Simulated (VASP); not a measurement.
# Sb (Fm-3m) in VASP: settings compared

The runs below take Sb through single point, with HSE06, PBE0.

Program: VASP 6.6.1. These are calculated values, not measurements. Logs are shortened: lines on timing, memory, paths and dates and some standing lists are left out, and cuts for length are marked.

## 1. The cell of the first run

It takes space group Fm-3m (No. 225, cubic). Conventional cell: a = 4.835 Å, b = 4.835 Å, c = 4.835 Å, α = 90.00°, β = 90.00°, γ = 90.00°. Sb (site symmetry m-3m) has 12 Sb at 3.42 Å within 4.5 Å.

This isn't the form of Sb at room conditions, which is rhombohedral.

## 2. Single point, HSE06

POSCAR reads:

```
Sb
1.0
    0.0000000000      2.4177492801      2.4177492801
    2.4177492801      0.0000000000      2.4177492801
    2.4177492801      2.4177492801      0.0000000000
Sb
1
Direct
    0.0000000000      0.0000000000      0.0000000000
```

INCAR.step1 reads:

```
SYSTEM = Sb
ALGO = Normal ; EDIFF = 1E-5
ENCUT = 400 ; GGA = PE
GGA_COMPAT = .FALSE. ; ISIF = 2
ISMEAR = -1 ; LASPH = .TRUE.
LREAL = .FALSE. ; LWAVE = .TRUE.
NBANDS = 14 ; NELM = 120
PREC = Accurate ; SIGMA = 0.05
```

INCAR.step2 reads:

```
SYSTEM = Sb
ALGO = Normal ; EDIFF = 1E-6
ENCUT = 400 ; GGA = PE
GGA_COMPAT = .FALSE. ; HFSCREEN = 0.2079
ISIF = 2 ; ISMEAR = -1
ISTART = 1 ; LASPH = .TRUE.
LCHARG = .TRUE. ; LELF = .TRUE.
LHFCALC = .TRUE. ; LREAL = .FALSE.
LVHAR = .TRUE. ; LWAVE = .FALSE.
NBANDS = 14 ; NELM = 120
PREC = Accurate ; PRECFOCK = Normal
SIGMA = 0.05
```

KPOINTS reads:

```
k-points
0
G
  6 6 6
  0 0 0
```

Potentials or basis: VASP PAW PBE potentials, release 64 (Sb_d_GW).

Run with:

```
$ cat potpaw_PBE.64/Sb_d_GW/POTCAR > POTCAR
$ cp INCAR.step1 INCAR
$ mpirun -np 1 vasp_std > vasp.out
$ cp INCAR.step2 INCAR
$ mpirun -np 1 vasp_std > vasp.out
```

OUTCAR:

```text
SYSTEM = Sb
   EDIFF = 1E-6
   ENCUT = 400
   GGA = PE
   HFSCREEN = 0.2079
   ISIF = 2
   ISMEAR = -1
   ISTART = 1
   LASPH = .TRUE.
   LHFCALC = .TRUE.
   LREAL = .FALSE.
   NELM = 120
   PREC = Accurate
   PRECFOCK = Normal

 ion  position               nearest neighbor table
   1  0.000  0.000  0.000-

  LATTYP: Found a face centered cubic cell.
 ALAT       =     4.8354985602

  Lattice vectors:

 A1 = (   0.0000000000,   2.4177492801,   2.4177492801)
 A2 = (   2.4177492801,   0.0000000000,   2.4177492801)
 A3 = (   2.4177492801,   2.4177492801,   0.0000000000)

Analysis of symmetry for initial positions (statically):
=====================================================================
 Subroutine PRICEL returns:
 Original cell was already a primitive cell.

 Routine SETGRP: Setting up the symmetry group for a
 face centered cubic supercell.

 Subroutine GETGRP returns: Found 48 space group operations
 (whereof 48 operations were pure point group operations)
 out of a pool of 48 trial point group operations.

The static configuration has the point symmetry O_h .

Analysis of symmetry for dynamics (positions and initial velocities):
=====================================================================
 Subroutine PRICEL returns:
 Original cell was already a primitive cell.

 Routine SETGRP: Setting up the symmetry group for a
 face centered cubic supercell.

 Subroutine GETGRP returns: Found 48 space group operations
 (whereof 48 operations were pure point group operations)
 out of a pool of 48 trial point group operations.

The dynamic configuration has the point symmetry O_h .

 Subroutine INISYM returns: Found 48 space group operations
 (whereof 48 operations are pure point group operations),
 and found     1 'primitive' translations

----------------------------------------------------------------------------------------

                                     Primitive cell

  volume of cell :      28.2660

  direct lattice vectors                    reciprocal lattice vectors
     0.000000000  2.417749280  2.417749280    -0.206803908  0.206803908  0.206803908
     2.417749280  0.000000000  2.417749280     0.206803908 -0.206803908  0.206803908
     2.417749280  2.417749280  0.000000000     0.206803908  0.206803908 -0.206803908

  length of vectors
     3.419213822  3.419213822  3.419213822     0.358194876  0.358194876  0.358194876

  position of ions in fractional coordinates (direct lattice)
     0.000000000  0.000000000  0.000000000

  ion indices of the primitive-cell ions
   primitive index   ion index
                 1           1

----------------------------------------------------------------------------------------

 KPOINTS: k-points

Automatic generation of k-mesh.
 Grid dimensions read from file:
 generate k-points for:    6    6    6

 Generating k-lattice:

  Cartesian coordinates                     Fractional coordinates (reciprocal lattice)
    -0.034467318  0.034467318  0.034467318     0.166666667  0.000000000  0.000000000
     0.034467318 -0.034467318  0.034467318     0.000000000  0.166666667  0.000000000
     0.034467318  0.034467318 -0.034467318     0.000000000  0.000000000  0.166666667

  Length of vectors
     0.059699146  0.059699146  0.059699146

  Shift w.r.t. Gamma in fractional coordinates (k-lattice)
     0.000000000  0.000000000  0.000000000

 Subroutine IBZKPT returns following result:
 ===========================================

 Found     16 irreducible k-points:

 Following reciprocal coordinates:
            Coordinates               Weight
  0.000000  0.000000  0.000000      1.000000
  0.166667  0.000000  0.000000      8.000000
  0.333333  0.000000  0.000000      8.000000
  0.500000  0.000000  0.000000      4.000000
  0.166667  0.166667  0.000000      6.000000
  0.333333  0.166667  0.000000     24.000000
[... 8 lines left out ...]
 -0.333333  0.333333  0.166667     24.000000
 -0.333333  0.500000  0.166667     12.000000
   k-points           NKPTS =     16   k-points in BZ     NKDIM =    216   number of bands    NBANDS=     14
   number of dos      NEDOS =    301   number of ions     NIONS =      1
   total plane-waves  NPLWV =  13824
   dimension x,y,z NGX =    24 NGY =   24 NGZ =   24
   dimension x,y,z NGXF=    48 NGYF=   48 NGZF=   48
   ions per type =               1
   NGX,Y,Z   is equivalent  to a cutoff of  11.67, 11.67, 11.67 a.u.
   NGXF,Y,Z  is equivalent  to a cutoff of  23.34, 23.34, 23.34 a.u.
 SYSTEM =  Sb
   PREC   = accura    normal or accurate (medium, high low for compatibility)
   ISTART =      1    job   : 0-new  1-cont  2-samecut
   ICHARG =      0    charge: 1-file 2-atom 10-const
   ISPIN  =      1    spin polarized calculation?
   LNONCOLLINEAR =      F non collinear calculations
   LSORBIT =      F    spin-orbit coupling
   LASPH  =      T    aspherical Exc in radial PAW
   ENCUT  =  400.0 eV  29.40 Ry    5.42 a.u.   5.58  5.58  5.58*2*pi/ulx,y,z
   NELM   =    120;   NELMIN=  2; NELMDL=  0     # of ELM steps
   EDIFF  = 0.1E-05   stopping-criterion for ELM
   LREAL  =      F    real-space projection
   EDIFFG = 0.1E-04   stopping-criterion for IOM
   NSW    =      0    number of steps for IOM
   IBRION =     -1    ionic relax: 0-MD 1-quasi-New 2-CG
   NFREE  =      0    steps in history (QN), initial steepest desc. (CG)
   ISIF   =      2    stress and relaxation
   ISYM   =      3    0-nonsym 1-usesym 2-fastsym
   POTIM  = 0.5000    time-step for ionic-motion
   TEBEG  =    0.0;   TEEND  =   0.0 temperature during run
   PSTRESS=    0.0 pullay stress
   NELECT =      15.0000    total number of electrons
   NUPDOWN=      -1.0000    fix difference up-down
   EMIN   =  10.00;   EMAX   =-10.00  energy-range for DOS
   EFERMI =   0.00;   METHOD = LEGACY
   ISMEAR =    -1;   SIGMA  =   0.05  broadening in eV -4-tet -1-fermi 0-gaus
   EFERMI_NEDOS =   21; number of points for ismear=-14 and -15
   IALGO  =     38    algorithm
   IMIX   =      1    mixing-type and parameters
     AMIX     =   0.40;   BMIX     =  1.00
     AMIX_MAG =   1.60;   BMIX_MAG =  1.00
  volume/ion in A,a.u.               =      28.27       190.75
  Fermi-wavevector in a.u.,A,eV,Ry     =   1.325411  2.504664 23.901559  1.756715
  Thomas-Fermi vector in A             =   2.454874
   LORBIT       =      0    0 simple, 1 ext, 2 COOP (PROOUT), +10 PAW based schemes
   GGA     = PE    functional components
   LHFCALC =     T    Hartree Fock is set to
   PRECFOCK=normal    Normal, Fast or Accurate (Low or Medium for compatibility)
   ENCUT4O =  -1.0   cutoff for four orbital integrals eV
   NKREDX  =     1    reduce k-point grid by
   NKREDY  =     1    reduce k-point grid by
   NKREDZ  =     1    reduce k-point grid by
   AEXX    =    0.2500 exact exchange contribution
   HFSCREEN=    0.2079 screening length (either q_TF or 0.3 A-1)
   HFSCREENC=   0.2079 screening length for correlation (either q_TF or 0.3 A-1)
   ENCUTFOCK=  -1.0 apply spherical cutoff to Coloumb kernel
   IVDW    =     0    specifies the selected vdW correction
   LEPSILON=     F    determine dielectric tensor
   LRPA    =     F    only Hartree local field effects (RPA)
 non-spin polarized calculation
  energy-cutoff  :      400.00
  volume of cell :       28.27
 maximum number of plane-waves:       531
 NGX is ok and might be reduce to    24
  NGX = 18; NGY = 18; NGZ = 18

 number of electron      14.9999985 magnetization

 Free energy of the ion-electron system (eV)
  ---------------------------------------------------
  ext. energy  EPLUGINS =         0.00000000
  ---------------------------------------------------
  free energy    TOTEN  =        -4.53506789 eV

  energy without entropy =       -4.52097961  energy(sigma->0) =       -4.52802375

 E-fermi :   6.0648     XC(G=0):  -8.6302

 val. band max:        5.6251598805   @ k =  -0.1667   0.1667   0.0000
 cond. band min:       6.1047252505   @ k =  -0.3333   0.3333   0.1667
 fundamental gap:      0.4795653700
 Fermi energy:         6.0647510063

 k-point     1 :       0.0000    0.0000    0.0000
  band No.  band energies     occupation
      1     -26.1103      2.00000
      2     -26.1103      2.00000
      3     -26.1103      2.00000
      4     -26.0745      2.00000
      5     -26.0745      2.00000
      6      -8.2858      2.00000
      7      11.3890      0.00000
      8      11.3890      0.00000
      9      11.3890      0.00000
     10      16.6944      0.00000
     11      16.8003      0.00000
     12      16.8003      0.00000
     13      16.8003      0.00000
     14      17.9113      0.00000

 k-point     2 :       0.1667    0.0000    0.0000
  band No.  band energies     occupation
      1     -26.1080      2.00000
      2     -26.1024      2.00000
      3     -26.1024      2.00000
      4     -26.0724      2.00000
      5     -26.0724      2.00000
      6      -7.7035      2.00000
      7       7.5402      0.00000
      8      10.7950      0.00000
      9      10.7950      0.00000
     10      14.9469      0.00000
     11      17.6410      0.00000
     12      17.6410      0.00000
     13      19.0983      0.00000
     14      19.4741      0.00000

 k-point     3 :       0.3333    0.0000    0.0000
  band No.  band energies     occupation
      1     -26.1045      2.00000
      2     -26.1020      2.00000
      3     -26.1020      2.00000
      4     -26.0527      2.00000
      5     -26.0527      2.00000
      6      -6.0207      2.00000
      7       2.4281      2.00000
      8       9.9838      0.00000
      9       9.9838      0.00000
     10      14.4293      0.00000
     11      16.4437      0.00000
     12      16.4437      0.00000
     13      17.0381      0.00000
     14      21.8015      0.00000

 k-point     4 :       0.5000    0.0000    0.0000
  band No.  band energies     occupation
      1     -26.1052      2.00000
      2     -26.1052      2.00000
      3     -26.1027      2.00000
      4     -26.0393      2.00000
      5     -26.0392      2.00000
      6      -4.3057      2.00000
      7      -0.5235      2.00000
      8       9.6763      0.00000
      9       9.6763      0.00000
     10      14.4622      0.00000
     11      15.7767      0.00000
     12      15.7767      0.00000
     13      16.0625      0.00000
     14      24.7694      0.00000

 k-point     5 :       0.1667    0.1667    0.0000
  band No.  band energies     occupation
      1     -26.1190      2.00000
      2     -26.0904      2.00000
      3     -26.0904      2.00000
      4     -26.0836      2.00000
      5     -26.0664      2.00000
      6      -7.5080      2.00000
      7       8.7856      0.00000
      8       9.3423      0.00000
      9       9.3423      0.00000
     10      13.4653      0.00000
     11      15.4607      0.00000
[... 140 lines left out ...]
 k-point    14 :       0.5000    0.3333    0.1667
  band No.  band energies     occupation
      1     -26.1119      2.00000
      2     -26.0995      2.00000
      3     -26.0762      2.00000
      4     -26.0521      2.00000
      5     -26.0467      2.00000
      6      -4.5736      2.00000
      7       3.0283      2.00000
      8       4.6271      2.00000
      9       7.1567      0.00000
     10      14.3173      0.00000
     11      15.1338      0.00000
     12      17.6802      0.00000
     13      22.9680      0.00000
     14      23.5710      0.00000

 k-point    15 :      -0.3333    0.3333    0.1667
  band No.  band energies     occupation
      1     -26.1045      2.00000
      2     -26.0935      2.00000
      3     -26.0713      2.00000
      4     -26.0642      2.00000
      5     -26.0391      2.00000
      6      -3.0624      2.00000
      7       1.0921      2.00000
      8       3.9361      2.00000
      9       6.1047      0.62027
     10      14.4500      0.00000
     11      16.4129      0.00000
     12      19.4077      0.00000
     13      20.1325      0.00000
     14      23.3420      0.00000

 k-point    16 :      -0.3333    0.5000    0.1667
  band No.  band energies     occupation
      1     -26.1174      2.00000
      2     -26.1030      2.00000
      3     -26.0603      2.00000
      4     -26.0538      2.00000
      5     -26.0310      2.00000
      6      -2.4137      2.00000
      7       1.3315      2.00000
      8       3.7844      2.00000
      9       4.6155      2.00000
     10      13.7563      0.00000
     11      14.4898      0.00000
     12      20.6226      0.00000
     13      20.7981      0.00000
     14      26.9154      0.00000

------------------------ aborting loop because EDIFF is reached ----------------------------------------

  FORCE on cell =-STRESS in cart. coord.  units (eV):
  Direction    XX          YY          ZZ          XY          YZ          ZX
  --------------------------------------------------------------------------------------
  -------------------------------------------------------------------------------------
  Total       -0.6881780     -0.6881780     -0.6881780     -0.0000000     -0.0000000     -0.0000000
  in kB      -39.0074533    -39.0074533    -39.0074533     -0.0000000     -0.0000000     -0.0000000
  external PRESSURE =     -39.0074533 kB  Pullay stress =       0.0000000 kB

 VOLUME and BASIS-vectors are now :
 -----------------------------------------------------------------------------
  energy-cutoff  :      400.00
  volume of cell :       28.27
      direct lattice vectors                 reciprocal lattice vectors
     0.000000000  2.417749280  2.417749280    -0.206803908  0.206803908  0.206803908
     2.417749280  0.000000000  2.417749280     0.206803908 -0.206803908  0.206803908
     2.417749280  2.417749280  0.000000000     0.206803908  0.206803908 -0.206803908

 POSITION                                       TOTAL-FORCE (eV/Angst)
 -----------------------------------------------------------------------------------
      0.00000      0.00000      0.00000         0.000000      0.000000     -0.000000
 -----------------------------------------------------------------------------------
    total drift:                               -0.000001     -0.000001     -0.000000

  FREE ENERGIE OF THE ION-ELECTRON SYSTEM (eV)
  ---------------------------------------------------
  free  energy   TOTEN  =        -4.5350678862 eV

  energy  without entropy=       -4.5209796134  energy(sigma->0) =       -4.52802375
```

Wall time 7.8 min (1 thread of Intel Xeon 6975P-C (Granite Rapids), shared host); peak memory 0.25 GiB.

What came out:

```
Free energy            : -4.5351 eV
Pressure               : -3.9 GPa
Band gap on the k mesh : zero (an odd number of electrons rules out a gap without spin polarisation)
```

Caveat: the k points lie up to 0.38 Å⁻¹ apart, too coarse for converged energies and pressures of a metal; the PAW data sets were made with another functional, which shifts forces and pressure a little; spin-orbit coupling is left out, which moves the levels of the heavy elements; an odd number of electrons without spin polarisation forces a metal; a magnetic or distorted state may lie lower.

## 3. Single point, HSE06

This run uses another cell than the first one, of 27.73 Å³/atom.

POSCAR reads:

```
Sb
1.0
    0.0000000000      2.4024466595      2.4024466595
    2.4024466595      0.0000000000      2.4024466595
    2.4024466595      2.4024466595      0.0000000000
Sb
1
Direct
    0.0000000000      0.0000000000      0.0000000000
```

INCAR.step1 reads:

```
SYSTEM = Sb
PREC = Accurate
ENCUT = 400
EDIFF = 1E-5
ISMEAR = -1
SIGMA = 0.05
LREAL = .FALSE.
LASPH = .TRUE.
NELM = 120
ALGO = Normal
ISIF = 2
LWAVE = .TRUE.
LCHARG = .FALSE.
GGA = PE
NBANDS = 14
GGA_COMPAT = .FALSE.
```

INCAR.step2 reads:

```
SYSTEM = Sb
PREC = Accurate
ENCUT = 400
EDIFF = 1E-6
ISMEAR = -1
SIGMA = 0.05
LREAL = .FALSE.
LASPH = .TRUE.
NELM = 120
ALGO = Normal
ISIF = 2
LWAVE = .FALSE.
LCHARG = .FALSE.
GGA = PE
LHFCALC = .TRUE.
HFSCREEN = 0.2079
PRECFOCK = Normal
ISTART = 1
NBANDS = 14
GGA_COMPAT = .FALSE.
```

KPOINTS reads:

```
regular mesh
0
G
  6 6 6
  0 0 0
```

Potentials or basis: VASP PAW PBE potentials, release 64 (Sb_d_GW).

Run with:

```
$ cat potpaw_PBE.64/Sb_d_GW/POTCAR > POTCAR
$ cp INCAR.step1 INCAR
$ mpirun -np 1 vasp_std > vasp.out
$ cp INCAR.step2 INCAR
$ mpirun -np 1 vasp_std > vasp.out
```

Run time: 9.9 min. Hardware: 1 thread of AMD EPYC 9R45 (Zen 5), shared host; peak memory 0.22 GiB.

It converged, with:

```
Free energy            : -4.5447 eV
Pressure               : -3.0 GPa
Band gap on the k mesh : zero (an odd number of electrons rules out a gap without spin polarisation)
```

Levels at points of the mesh, in eV from the Fermi level:
```tsv
k point	band 5	band 6	band 7	band 8	band 9	band 10
(0.00, 0.00, 0.00)	-32.14	-14.50	5.47	5.47	5.47	10.64
(0.50, 0.00, 0.00)	-32.10	-10.41	-6.72	3.71	3.71	8.54
(0.50, 0.50, 0.00)	-32.10	-8.63	-5.71	0.19	0.19	4.22
```

Caveat: the k points lie up to 0.38 Å⁻¹ apart, too coarse for converged energies and pressures of a metal; the PAW data sets were made with another functional, which shifts forces and pressure a little; spin-orbit coupling is left out, which moves the levels of the heavy elements; an odd number of electrons without spin polarisation forces a metal; a magnetic or distorted state may lie lower.

## 4. Single point, PBE0

This run uses another cell than the first one, of 27.73 Å³/atom.

POSCAR is that of step 3.

INCAR.step1 is that of step 3.

INCAR.step2: that of step 3 with these lines changed.

```diff
@@ -15,3 +15,3 @@
 LHFCALC = .TRUE.
-HFSCREEN = 0.2079
+AEXX = 0.25
 PRECFOCK = Normal
```

KPOINTS is that of step 3.

Run with:

```
$ cat potpaw_PBE.64/Sb_d_GW/POTCAR > POTCAR
$ cp INCAR.step1 INCAR
$ mpirun -np 1 vasp_std > vasp.out
$ cp INCAR.step2 INCAR
$ mpirun -np 1 vasp_std > vasp.out
```

Wall time 10 min (1 thread of Intel Xeon 6975P-C (Granite Rapids), shared host); peak memory 0.15 GiB.

It converged, with:

* Free energy: -5.0749 eV
* Pressure: -3.6 GPa
* Band gap on the k mesh: zero (an odd number of electrons rules out a gap without spin polarisation)

Levels at points of the mesh, in eV from the Fermi level:
| k point | band 4 | band 5 | band 6 | band 7 | band 8 | band 9 | band 10 | band 11 |
| --- | --- | --- | --- | --- | --- | --- | --- | --- |
| (0.00, 0.00, 0.00) | -32.56 | -32.56 | -14.93 | 5.89 | 5.89 | 5.89 | 11.03 | 11.24 |
| (0.50, 0.00, 0.00) | -32.53 | -32.53 | -10.83 | -7.15 | 4.12 | 4.12 | 8.93 | 10.18 |
| (0.50, 0.50, 0.00) | -32.52 | -32.52 | -9.05 | -6.13 | 0.48 | 0.48 | 4.55 | 5.09 |

Caveat: the k points lie up to 0.38 Å⁻¹ apart, too coarse for converged energies and pressures of a metal; the PAW data sets were made with another functional, which shifts forces and pressure a little; spin-orbit coupling is left out, which moves the levels of the heavy elements; an odd number of electrons without spin polarisation forces a metal; a magnetic or distorted state may lie lower.

(Continued in part 2 of 2.)

The gap in the log of VASP goes by the Fermi energy; the results here count the filled bands.